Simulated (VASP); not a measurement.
BiP (zincblende type), 2 atoms in the cell. It takes space group F-43m (No. 216, cubic). Conventional cell: a = 6.124 Å, b = 6.124 Å, c = 6.124 Å, α = 90.00°, β = 90.00°, γ = 90.00°. Bi (site symmetry -43m) has 4 P at 2.65 Å within 3.5 Å. Within 3.5 Å of P (site symmetry -43m) lie 4 Bi at 2.65 Å. 

* Program: VASP 6.6.1
* Task: relaxation of cell and atoms
* Functional: PBE
* Potentials or basis: VASP PAW PBE potentials, release 64 (Bi_d, P)
* Cutoff: 600 eV
* k mesh: 9 × 9 × 9
* Occupations: fermi-dirac, width 0.05 eV
* Spin: no spin polarisation
* Dipole correction: no
* Further INCAR settings: ALGO = Normal; EDIFF = 1e-06; IBRION = 2; EDIFFG = -0.005; NSW = 100; ISIF = 3

Potentials or basis: VASP PAW PBE potentials, release 64 (Bi_d, P).

The run is started by

```console
$ cat potpaw_PBE.64/Bi_d/POTCAR potpaw_PBE.64/P/POTCAR > POTCAR
$ mpirun -np 1 vasp_std > vasp.out
```

Hardware: 1 thread of AMD EPYC 9R14 (Zen 4), on a shared host.

Estimate the wall time of this run.

Run time: 58 s on 1 thread of AMD EPYC 9R14 (Zen 4), on a shared host, peak memory 0.2 GiB. Counts: scf iterations 34, k points 35, ion steps 3.
